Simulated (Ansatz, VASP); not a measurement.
# One calculation of Sc3Te2, two programs

Contents of INCAR:

```
PREC = Accurate
ENCUT = 600
EDIFF = 1E-6
ISMEAR = 0
SIGMA = 0.1
LREAL = F
LASPH = T
NELM = 100
ALGO = Normal
ISIF = 3
LWAVE = F
LCHARG = F
GGA = PE
IBRION = 2
NSW = 90
EDIFFG = -0.04
```

File KPOINTS:

```
regular mesh
0
Gamma
  6 6 4
```

File POSCAR:

```
Sc3Te2
1.0
    4.6724615000      0.0000000000      0.0000000000
   -2.3362307500      4.0464703500      0.0000000000
    0.0000000000      0.0000000000      6.5610773000
Sc Te
3 2
Direct
    0.5000000000      0.0000000000      0.0000000000
    0.0000000000      0.5000000000      0.0000000000
    0.5000000000      0.5000000000      0.0000000000
    0.3333333300      0.6666666700      0.5000000000
    0.6666666700      0.3333333300      0.5000000000
```

Input for Ansatz:

```yaml
crystal:
  lattice:
    - [4.6724615, 0.0, 0.0]
    - [-2.33623075, 4.04647035, 0.0]
    - [0.0, 0.0, 6.5610773]
  atoms:
    - { symbol: Sc, position: [0.5, 0.0, 0.0] }
    - { symbol: Sc, position: [0.0, 0.5, 0.0] }
    - { symbol: Sc, position: [0.5, 0.5, 0.0] }
    - { symbol: Te, position: [0.33333333, 0.66666667, 0.5] }
    - { symbol: Te, position: [0.66666667, 0.33333333, 0.5] }
basis:
  ecutwfc: 420
kpoints:
  mp_grid: { grid: [6, 6, 4] }
hamiltonian:
  xc: pbe
scf:
  occupations: { method: gaussian, width: 0.1 }
  lower_state_search: "off"
output:
  forces: true
  stress: true
  eigenvalues: true
relax:
  adjacent_minimum: "off"
  f_tol: 0.04
  max_steps: 70
  cell: { stress_tol: 0.4 }
```

Alike in both runs: task relaxation of cell and atoms; functional PBE; k mesh 6 × 6 × 4; occupations gaussian, width 0.1 eV; no spin polarisation.

|  | VASP | Ansatz |
| --- | --- | --- |
| version | VASP 6.6.1 | Ansatz 0.2.0 |
| potentials or method | VASP PAW PBE potentials, release 64 (Sc_sv, Te), cutoff 600 eV | scalar-relativistic, plane waves, PAW |
| valence electrons in the cell | 45 | 65 |

Ansatz gave:

```
gap on the k mesh at the Fermi level, each at its own relaxed structure (eV) : none
relaxed volume (Å³/atom)                                                     : 34.89
relaxed cell length with the largest relative difference (Å)                 : 6.839
```

Estimate VASP's values.

gap on the k mesh at the Fermi level, each at its own relaxed structure (eV): none; relaxed volume (Å³/atom): 35.02; relaxed cell length with the largest relative difference (Å): 6.861.

A gap of «none» marks a metal or a gap that the smearing closes. VASP's potentials hold 45 valence electrons a cell and Ansatz's 65, so a difference there can come from the potentials and not from the codes.

Neither program's run includes spin-orbit coupling. Noted on VASP's run: the volume moved by over 15 % at a fixed basis, so the end points are rough.
